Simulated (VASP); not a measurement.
# As (Cmce) in VASP: notebook

The runs below take As through relaxation of cell and atoms, single point, with PBE+D3(BJ).

Program: VASP 6.6.1. These are calculated values, not measurements. Logs are shortened: lines on timing, memory, paths and dates and some standing lists are left out, and cuts for length are marked.

**1. The cell of the first run**

Symmetry: Cmce, No. 64, orthorhombic system. The conventional cell has a = 3.742 Å, b = 10.823 Å, c = 4.285 Å, α = 90.00°, β = 90.00°, γ = 90.00°. Within 3.3 Å of As (site symmetry m) lie 5 As at 2.49 to 3.22 Å.

**2. Relaxation of cell and atoms, PBE+D3(BJ)**

INCAR

```
SYSTEM = As
PREC = Accurate ; ENCUT = 600
EDIFF = 1E-6 ; ISMEAR = 0
SIGMA = 0.1 ; LREAL = .FALSE.
LASPH = .TRUE. ; NELM = 100
ALGO = Normal ; ISIF = 3
LWAVE = .FALSE. ; LCHARG = .FALSE.
GGA = PE ; IVDW = 12
IBRION = 2 ; NSW = 100
EDIFFG = -0.005
```

KPOINTS

```
regular mesh
0
G
  12 12 10
  0 0 0
```

POSCAR

```
As
1.0
    1.8709701765     -5.4115388577      0.0000000000
    1.8709701765      5.4115388577      0.0000000000
    0.0000000000      0.0000000000      4.2851748466
As
4
Direct
    0.1127112886      0.8872887114      0.9447227918
    0.6127112886      0.3872887114      0.5552772082
    0.8872887114      0.1127112886      0.0552772082
    0.3872887114      0.6127112886      0.4447227918
```

Potentials or basis: VASP PAW PBE potentials, release 64 (As).

Command:

```console
$ cat potpaw_PBE.64/As/POTCAR > POTCAR
$ mpirun -np 1 vasp_std > vasp.out
```

OUTCAR:

```text
SYSTEM = As
   PREC = Accurate
   ENCUT = 600
   EDIFF = 1E-6
   ISMEAR = 0
   LREAL = .FALSE.
   LASPH = .TRUE.
   NELM = 100
   ISIF = 3
   GGA = PE
   IVDW = 12
   IBRION = 2
   NSW = 100
   EDIFFG = -0.005
 IVDW          = 12

 ion  position               nearest neighbor table
   1  0.113  0.887  0.945-   3 2.49   2 2.51   2 2.51
   2  0.613  0.387  0.555-   4 2.49   1 2.51   1 2.51
   3  0.887  0.113  0.055-   1 2.49   4 2.51   4 2.51
   4  0.387  0.613  0.445-   2 2.49   3 2.51   3 2.51

  LATTYP: Found a base centered orthorhombic cell.
 ALAT       =     3.7419403530
 B/A-ratio  =     2.8923704534
 C/A-ratio  =     1.1451745465

  Lattice vectors:

 A1 = (   1.8709701765,  -5.4115388577,   0.0000000000)
 A2 = (   1.8709701765,   5.4115388577,   0.0000000000)
 A3 = (   0.0000000000,   0.0000000000,   4.2851748466)

Analysis of symmetry for initial positions (statically):
=====================================================================
 Subroutine PRICEL returns:
 Original cell was already a primitive cell.

 Routine SETGRP: Setting up the symmetry group for a
 base centered orthorhombic supercell.

 Subroutine GETGRP returns: Found  8 space group operations
 (whereof  4 operations were pure point group operations)
 out of a pool of  8 trial point group operations.

The static configuration has the point symmetry C_2h.
 The point group associated with its full space group is D_2h.

Analysis of symmetry for dynamics (positions and initial velocities):
=====================================================================
 Subroutine PRICEL returns:
 Original cell was already a primitive cell.

 Routine SETGRP: Setting up the symmetry group for a
 base centered orthorhombic supercell.

 Subroutine GETGRP returns: Found  8 space group operations
 (whereof  4 operations were pure point group operations)
 out of a pool of  8 trial point group operations.

The dynamic configuration has the point symmetry C_2h.
 The point group associated with its full space group is D_2h.

 Subroutine INISYM returns: Found  8 space group operations
 (whereof  4 operations are pure point group operations),
 and found     1 'primitive' translations

----------------------------------------------------------------------------------------

                                     Primitive cell

  volume of cell :      86.7733

  direct lattice vectors                    reciprocal lattice vectors
     1.870970176 -5.411538858  0.000000000     0.267241032 -0.092395160  0.000000000
     1.870970176  5.411538858  0.000000000     0.267241032  0.092395160  0.000000000
     0.000000000  0.000000000  4.285174847     0.000000000  0.000000000  0.233362706

  length of vectors
     5.725843362  5.725843362  4.285174847     0.282762506  0.282762506  0.233362706

  position of ions in fractional coordinates (direct lattice)
     0.112711289  0.887288711  0.944722792
     0.612711289  0.387288711  0.555277208
     0.887288711  0.112711289  0.055277208
     0.387288711  0.612711289  0.444722792

  ion indices of the primitive-cell ions
   primitive index   ion index
                 1           1
                 2           2
                 3           3
                 4           4

----------------------------------------------------------------------------------------

 KPOINTS: regular mesh

Automatic generation of k-mesh.
 Grid dimensions read from file:
 generate k-points for:   12   12   10

 Generating k-lattice:

  Cartesian coordinates                     Fractional coordinates (reciprocal lattice)
     0.022270086 -0.007699597  0.000000000     0.083333333  0.000000000  0.000000000
     0.022270086  0.007699597  0.000000000     0.000000000  0.083333333  0.000000000
     0.000000000  0.000000000  0.023336271     0.000000000  0.000000000  0.100000000

  Length of vectors
     0.023563542  0.023563542  0.023336271

  Shift w.r.t. Gamma in fractional coordinates (k-lattice)
     0.000000000  0.000000000  0.000000000

 Subroutine IBZKPT returns following result:
 ===========================================

 Found    258 irreducible k-points:

 Following reciprocal coordinates:
            Coordinates               Weight
  0.000000  0.000000  0.000000      1.000000
  0.083333 -0.000000  0.000000      4.000000
  0.166667 -0.000000  0.000000      4.000000
  0.250000 -0.000000  0.000000      4.000000
  0.333333 -0.000000  0.000000      4.000000
  0.416667 -0.000000  0.000000      4.000000
[... 16 lines left out ...]
  0.500000  0.166667  0.000000      4.000000
 -0.416667  0.166667  0.000000      4.000000
 [... further k-points ...]
   k-points           NKPTS =    258   k-points in BZ     NKDIM =    258   number of bands    NBANDS=     14
   number of dos      NEDOS =    301   number of ions     NIONS =      4
   total plane-waves  NPLWV =  82944
   dimension x,y,z NGX =    48 NGY =   48 NGZ =   36
   dimension x,y,z NGXF=    96 NGYF=   96 NGZF=   72
   ions per type =               4
   NGX,Y,Z   is equivalent  to a cutoff of  13.94, 13.94, 13.97 a.u.
   NGXF,Y,Z  is equivalent  to a cutoff of  27.87, 27.87, 27.93 a.u.
 SYSTEM =  As
   PREC   = accura    normal or accurate (medium, high low for compatibility)
   ISTART =      0    job   : 0-new  1-cont  2-samecut
   ICHARG =      2    charge: 1-file 2-atom 10-const
   ISPIN  =      1    spin polarized calculation?
   LNONCOLLINEAR =      F non collinear calculations
   LSORBIT =      F    spin-orbit coupling
   LASPH  =      T    aspherical Exc in radial PAW
   ENCUT  =  600.0 eV  44.10 Ry    6.64 a.u.  11.44 11.44  8.56*2*pi/ulx,y,z
   NELM   =    100;   NELMIN=  2; NELMDL= -5     # of ELM steps
   EDIFF  = 0.1E-05   stopping-criterion for ELM
   LREAL  =      F    real-space projection
   EDIFFG = -.5E-02   stopping-criterion for IOM
   NSW    =    100    number of steps for IOM
   IBRION =      2    ionic relax: 0-MD 1-quasi-New 2-CG
   NFREE  =      1    steps in history (QN), initial steepest desc. (CG)
   ISIF   =      3    stress and relaxation
   ISYM   =      2    0-nonsym 1-usesym 2-fastsym
   POTIM  = 0.5000    time-step for ionic-motion
   TEBEG  =    0.0;   TEEND  =   0.0 temperature during run
   PSTRESS=    0.0 pullay stress
   NELECT =      20.0000    total number of electrons
   NUPDOWN=      -1.0000    fix difference up-down
   EMIN   =  10.00;   EMAX   =-10.00  energy-range for DOS
   EFERMI =   0.00;   METHOD = LEGACY
   ISMEAR =     0;   SIGMA  =   0.10  broadening in eV -4-tet -1-fermi 0-gaus
   EFERMI_NEDOS =   21; number of points for ismear=-14 and -15
   IALGO  =     38    algorithm
   IMIX   =      4    mixing-type and parameters
     AMIX     =   0.40;   BMIX     =  1.00
     AMIX_MAG =   1.60;   BMIX_MAG =  1.00
  volume/ion in A,a.u.               =      21.69       146.39
  Fermi-wavevector in a.u.,A,eV,Ry     =   1.003744  1.896800 13.707885  1.007501
  Thomas-Fermi vector in A             =   2.136315
   LORBIT       =      0    0 simple, 1 ext, 2 COOP (PROOUT), +10 PAW based schemes
   GGA     = PE    functional components
   LHFCALC =     F    Hartree Fock is set to
   AEXX    =    0.0000 exact exchange contribution
   IVDW    =    12    specifies the selected vdW correction
   LEPSILON=     F    determine dielectric tensor
   LRPA    =     F    only Hartree local field effects (RPA)
 conjugate gradient relaxation of ions
 non-spin polarized calculation
 Gauss-broadening in eV      SIGMA  =   0.10
  energy-cutoff  :      600.00
  volume of cell :       86.77
 maximum number of plane-waves:      2951
 NGX is ok and might be reduce to    48
   NGX = 23   NGY = 23   NGZ = 17

--------------------------------------- Ionic step        1  -------------------------------------------

 number of electron      20.0000001 magnetization

 Free energy of the ion-electron system (eV)
  ---------------------------------------------------
  ext. energy  EPLUGINS =         0.00000000
  ---------------------------------------------------
  free energy    TOTEN  =       -18.51110455 eV

  energy without entropy =      -18.50987779  energy(sigma->0) =      -18.51049117

------------------------ aborting loop because EDIFF is reached ----------------------------------------

 Edisp (eV)   -1.66308

 E8    (eV) :    -0.7037

  FORCE on cell =-STRESS in cart. coord.  units (eV):
  Direction    XX          YY          ZZ          XY          YZ          ZX
  --------------------------------------------------------------------------------------
  -------------------------------------------------------------------------------------
  Total       0.14704     0.22247     0.21470     0.00000    -0.00000     0.00000
  in kB       2.71497     4.10769     3.96419     0.00000    -0.00000     0.00000
  external pressure =        3.60 kB  Pullay stress =        0.00 kB
[... 275 lines left out ...]
  energy  without entropy=      -20.1735900758  energy(sigma->0) =      -20.17420449

--------------------------------------- Ionic step        8  -------------------------------------------

 number of electron      20.0000001 magnetization

 Free energy of the ion-electron system (eV)
  ---------------------------------------------------
  ext. energy  EPLUGINS =         0.00000000
  ---------------------------------------------------
  free energy    TOTEN  =       -18.51706704 eV

  energy without entropy =      -18.51583661  energy(sigma->0) =      -18.51645183

 E-fermi :   5.0506     XC(G=0):  -9.9294

 val. band max:        5.0491856521   @ k =   0.5000   0.5000   0.0000
 cond. band min:       5.0543455997   @ k =   0.5000   0.4167   0.1000
 fundamental gap:      0.0051599477
 Fermi energy:         5.0505543876

 k-point     1 :       0.0000    0.0000    0.0000
  band No.  band energies     occupation
      1      -9.7191      2.00000
      2      -6.7834      2.00000
      3      -4.0770      2.00000
      4      -1.1105      2.00000
      5      -0.8607      2.00000
      6       0.8301      2.00000
      7       1.7581      2.00000
      8       2.7945      2.00000
      9       3.0533      2.00000
     10       4.1786      2.00000
     11       7.0510      0.00000
     12       7.4758      0.00000
     13       7.5478      0.00000
     14       8.6674      0.00000
[... 375 lines left out ...]
 k-point    24 :      -0.4167    0.1667    0.0000
  band No.  band energies     occupation
      1      -8.9000      2.00000
      2      -6.7892      2.00000
      3      -5.1220      2.00000
      4      -2.4455      2.00000
      5       0.4170      2.00000
      6       1.1760      2.00000
      7       1.8068      2.00000
      8       2.6273      2.00000
      9       3.0376      2.00000
     10       4.2407      2.00000
     11       5.9181      0.00000
     12       7.0039      0.00000
     13       7.2872      0.00000
     14       8.4030      0.00000

 [... further k-points ...]

------------------------ aborting loop because EDIFF is reached ----------------------------------------

 Edisp (eV)   -1.65776

 E8    (eV) :    -0.7015

  FORCE on cell =-STRESS in cart. coord.  units (eV):
  Direction    XX          YY          ZZ          XY          YZ          ZX
  --------------------------------------------------------------------------------------
  -------------------------------------------------------------------------------------
  Total      -0.01527    -0.00382    -0.01415     0.00000     0.00000     0.00000
  in kB      -0.28099    -0.07028    -0.26038     0.00000     0.00000     0.00000
  external pressure =       -0.20 kB  Pullay stress =        0.00 kB
[... 19 lines left out ...]
  FREE ENERGIE OF THE ION-ELECTRON SYSTEM (eV)
  ---------------------------------------------------
  free  energy   TOTEN  =       -20.1748256135 eV

  energy  without entropy=      -20.1735951841  energy(sigma->0) =      -20.17421040

 reached required accuracy - stopping structural energy minimisation
```

Run time: 7.2 min. Hardware: 1 thread of Intel Xeon 6975P-C (Granite Rapids), shared host; peak memory 0.54 GiB.

What came out:

```
Free energy                            : -20.1748 eV
Relaxed volume                         : 21.76 Å³/atom
Relaxed cell                           : a = 5.733 Å, b = 5.733 Å, c = 4.292 Å, α = 90.00°, β = 90.00°, γ = 141.90°
Space group after relaxing (to 0.05 Å) : Cmce (No. 64)
Energy gained by relaxing              : 0.2 meV/atom
Ionic steps                            : 8
Pressure after relaxing                : 0.0 GPa
Band gap on the k mesh                 : zero (band 10 reaches 5.23 eV, above the bottom of band 11 at 4.84 eV)
Dispersion energy per atom             : -0.414 eV
```

Forces on the atoms (eV/Å):
```
As   0.000 -0.001 -0.002
As   0.000 -0.001  0.002
As   0.000  0.001  0.002
As   0.000  0.001 -0.002
```

The path:
```
step  energy change (eV)  largest force (eV/Å)  pressure (GPa)  volume (Å³)
   1              0.0000                0.0639            0.36        86.77
   2             -0.0002                0.0339           -0.33        87.39
   3             -0.0006                0.0111           -0.03        87.11
   4             -0.0006                0.0099           -0.03        87.12
   5             -0.0006                0.0064           -0.06        87.15
   6             -0.0006                0.0091           -0.06        87.12
   7             -0.0006                0.0024           -0.03        87.08
   8             -0.0006                0.0028           -0.02        87.05
```

Final structure:
```
As
1.0
     1.87125   -5.41874    0.00000
     1.87125    5.41874    0.00000
     0.00000    0.00000    4.29240
As
4
Direct
  0.11287 0.88713 0.94522
  0.61287 0.38713 0.55478
  0.88713 0.11287 0.05478
  0.38713 0.61287 0.44522
```

Levels at points of the mesh, in eV from the Fermi level:
| k point | band 7 | band 8 | band 9 | band 10 | band 11 | band 12 | band 13 | band 14 |
| --- | --- | --- | --- | --- | --- | --- | --- | --- |
| (0.00, 0.00, 0.00) | -3.29 | -2.26 | -2.00 | -0.87 | 2.00 | 2.43 | 2.50 | 3.62 |
| (0.50, 0.00, 0.00) | -2.35 | -2.35 | -2.10 | -2.10 | 0.82 | 0.82 | 1.26 | 1.26 |
| (0.50, 0.50, 0.00) | -3.75 | -1.68 | -1.47 | -0.45 | 0.00 | 2.03 | 2.31 | 3.16 |
| (0.00, 0.00, 0.50) | -2.10 | -2.10 | -0.54 | -0.54 | 0.81 | 0.81 | 1.63 | 1.63 |
| (0.50, 0.00, 0.50) | -4.70 | -4.70 | -1.83 | -1.83 | 1.98 | 1.98 | 5.20 | 5.20 |
| (0.50, 0.50, 0.50) | -1.69 | -1.69 | -1.10 | -1.10 | 1.44 | 1.44 | 1.77 | 1.77 |

Caveat: pairwise dispersion overbinds metals, which lowers pressure and volume. Zero-point motion and thermal expansion aren't in these numbers.

(Continued in part 2 of 2.)
